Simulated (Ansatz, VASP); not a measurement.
**BaCaSe3 in VASP and in Ansatz**

```
Ba Ca Se
1.0
     6.23089    0.00000    0.00000
    -3.11545    5.39611    0.00000
     0.00000    0.00000   10.76503
Ba Ca Se
2 2 6
Direct
  0.00000 0.00000 0.50000
  0.00000 0.00000 0.00000
  0.33333 0.66667 0.75000
  0.66667 0.33333 0.25000
  0.17149 0.34298 0.25000
  0.82851 0.17149 0.75000
  0.82851 0.65702 0.75000
  0.17149 0.82851 0.25000
  0.65702 0.82851 0.25000
  0.34298 0.17149 0.75000
```

Alike in both runs: functional PBE; k mesh 6 × 6 × 4; occupations gaussian, width 0.1 eV; no spin polarisation.

Ansatz relaxed the structure, and its values are those at the end. VASP's run is a single point on that final structure, the one shown.

|  | VASP | Ansatz |
| --- | --- | --- |
| version | VASP 6.6.1 | Ansatz 0.2.0 |
| potentials or method | VASP PAW PBE potentials, release 64 (Ba_sv, Ca_sv, Se), cutoff 520 eV | scalar-relativistic, plane waves, PAW |
| valence electrons in the cell | 76 | 136 |

|  | VASP | Ansatz | Ansatz less VASP |
| --- | --- | --- | --- |
| gap on the k mesh at the Fermi level (eV) | none | none | - |
| pressure (GPa) | 0.3 | 0.0 | -0.27 |
| rms of the force components (eV/Å) | 0.027 | 0.000 | -0.0267 |

A gap of «none» marks a metal or a gap that the smearing closes. The functional is the same, so the differences come from potentials, cutoffs and numerics. VASP's potentials hold 76 valence electrons a cell and Ansatz's 136, so a difference there can come from the potentials and not from the codes.

Spin-orbit coupling is off throughout.
